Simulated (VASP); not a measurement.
Wanted: the native input for a VASP 6.6.1 run.

- Task: relaxation of cell and atoms
- Functional: r2SCAN
- Potentials or basis: VASP PAW PBE potentials, release 64 (Sb)
- Cutoff: 600 eV
- k mesh: 7 × 7 × 7
- Occupations: fermi-dirac, width 0.1 eV
- Spin: no spin polarisation
- Dipole correction: no
- Further INCAR settings: ALGO = Normal; EDIFF = 1e-06; IBRION = 2; EDIFFG = -0.01; NSW = 80; ISIF = 3

The system is Sb.

```xyz
1
Lattice="3.2100 0.0000 0.0000 0.0000 3.2100 0.0000 0.0000 0.0000 3.2100" Properties=species:S:1:pos:R:3 pbc="T T T"
Sb    0.0000    0.0000    0.0000
```

This isn't the form of Sb at room conditions, which is rhombohedral.

The input as run:

POSCAR

```
Sb
1.0
    3.2100000000      0.0000000000      0.0000000000
    0.0000000000      3.2100000000      0.0000000000
    0.0000000000      0.0000000000      3.2100000000
Sb
1
Direct
    0.0000000000      0.0000000000      0.0000000000
```

INCAR.step1

```
SYSTEM = Sb
ALGO     = Normal         ! electronic algorithm
EDIFF    = 1E-4           ! SCF threshold, eV
ENCUT    = 600            ! plane-wave cutoff, eV
GGA      = PE             ! functional
ISMEAR   = -1             ! smearing method
LASPH    = .TRUE.         ! aspherical terms in the spheres
LCHARG   = .FALSE.        ! write CHGCAR
LREAL    = .FALSE.        ! projectors in reciprocal space
LWAVE    = .TRUE.         ! write WAVECAR
NELM     = 100            ! most SCF steps
PREC     = Accurate       ! precision mode
SIGMA    = 0.1            ! smearing width, eV
```

INCAR.step2

```
SYSTEM = Sb
ALGO     = Normal         ! electronic algorithm
EDIFF    = 1E-6           ! SCF threshold, eV
EDIFFG   = -0.01          ! ionic threshold
ENCUT    = 600            ! plane-wave cutoff, eV
IBRION   = 2              ! ionic algorithm
ISIF     = 3              ! what is computed and relaxed
ISMEAR   = -1             ! smearing method
ISTART   = 1            
LASPH    = .TRUE.         ! aspherical terms in the spheres
LCHARG   = .FALSE.        ! write CHGCAR
LMIXTAU  = .TRUE.       
LREAL    = .FALSE.        ! projectors in reciprocal space
LWAVE    = .FALSE.        ! write WAVECAR
METAGGA  = R2SCAN         ! meta-GGA
NELM     = 100            ! most SCF steps
NSW      = 80             ! ionic steps
PREC     = Accurate       ! precision mode
SIGMA    = 0.1            ! smearing width, eV
```

KPOINTS

```
k-points
0
G
  7 7 7
  0 0 0
```

Potentials or basis: VASP PAW PBE potentials, release 64 (Sb).

Command:

```console
$ cat potpaw_PBE.64/Sb/POTCAR > POTCAR
$ cp INCAR.step1 INCAR
$ mpirun -np 1 vasp_std > vasp.out
$ cp INCAR.step2 INCAR
$ mpirun -np 1 vasp_std > vasp.out
```

It gave:

The relaxed volume is 29.47 Å³/atom and the relaxed cell is a = 3.089 Å, b = 3.089 Å, c = 3.089 Å, α = 90.00°, β = 90.00°, γ = 90.00°. The space group after relaxing (to 0.1 Å) is Pm-3m (No. 221) and the energy gained by relaxing is 70.8 meV/atom. The ionic steps are 3 and the pressure after relaxing is 0.0 GPa. The band gap on the k mesh is zero (an odd number of electrons rules out a gap without spin polarisation).

Caveat: the PAW data sets were made with another functional, which shifts forces and pressure a little; spin-orbit coupling is left out, which moves the levels of the heavy elements.

Wall time 61 s on 1 thread of Intel Xeon 8259CL (shared host), peak memory 0.17 GiB.
